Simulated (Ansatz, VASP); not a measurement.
# Hg in VASP and in Ansatz

Contents of INCAR:

```
ALGO     = Normal         # electronic algorithm
EDIFF    = 1E-8           # SCF threshold, eV
ENCUT    = 520            # plane-wave cutoff, eV
GGA      = PE             # functional
ISIF     = 2              # what is computed and relaxed
ISMEAR   = -1             # smearing method
LASPH    = True           # aspherical terms in the spheres
LCHARG   = False          # write CHGCAR
LEFG     = True         
LREAL    = False          # projectors in reciprocal space
LWAVE    = False          # write WAVECAR
NBANDS   = 25             # bands
NELM     = 100            # most SCF steps
PREC     = Accurate       # precision mode
SIGMA    = 0.08           # smearing width, eV
```

KPOINTS

```
k-points
0
Gamma
  10 10 11
```

Contents of POSCAR:

```
Hg
1.0
    4.5400020208      0.0000000000      0.0000000000
   -2.2700010104      3.9317570832      0.0000000000
    0.0000000000      0.0000000000      3.8700000000
Hg
3
Direct
    0.3333333333      0.6666666667      0.5000000000
    0.0000000000      0.0000000000      0.0000000000
    0.6666666667      0.3333333333      0.5000000000
```

Input for Ansatz:

```yaml
crystal:
  lattice:
    - [4.5400020208, 0.0, 0.0]
    - [-2.2700010104, 3.9317570832, 0.0]
    - [0.0, 0.0, 3.87]
  atoms:
    - { symbol: Hg, position: [0.3333333333, 0.6666666667, 0.5] }
    - { symbol: Hg, position: [0.0, 0.0, 0.0] }
    - { symbol: Hg, position: [0.6666666667, 0.3333333333, 0.5] }
kpoints:
  mp_grid: { grid: [10, 10, 11] }
  band_path:
    path:
      - [0.0, 0.0, 0.0]
      - [0.5, 0.0, 0.0]
      - [0.3333333333, 0.3333333333, 0.0]
      - [0.0, 0.0, 0.0]
      - [0.0, 0.0, 0.5]
      - [0.5, 0.0, 0.5]
      - [0.3333333333, 0.3333333333, 0.5]
      - [0.0, 0.0, 0.5]
      - [0.5, 0.0, 0.5]
    npoints: 8
scf:
  occupations: { method: fermi_dirac, width: 0.08 }
hamiltonian:
  xc: pbe
  pseudopotentials: { kind: all_electron, datasets: crystal }
output:
  forces: true
  stress: true
  eigenvalues: true
  efg: { contact_densities: true }
```

Alike in both runs: task electric field gradients; functional PBE; k mesh 10 × 10 × 11; occupations fermi-dirac, width 0.08 eV; no spin polarisation.

|  | VASP | Ansatz |
| --- | --- | --- |
| version | VASP 6.6.1 | Ansatz 0.2.0 |
| potentials or method | VASP PAW PBE potentials, release 64 (Hg), cutoff 520 eV | all-electron PAW with datasets made for the crystal, scalar-relativistic |

```tsv
	VASP	Ansatz	Ansatz less VASP
pressure (GPa)	14.1	13.3	-0.80
traceless stress, the component that is largest in VASP (GPa)	-9.47	-8.91	+0.556
size of Vzz on the site where it differs most (V/Å²)	340.6	262.8	-77.80
```

Ansatz ran all-electron here, and VASP with PAW potentials.

Neither program's run includes spin-orbit coupling.
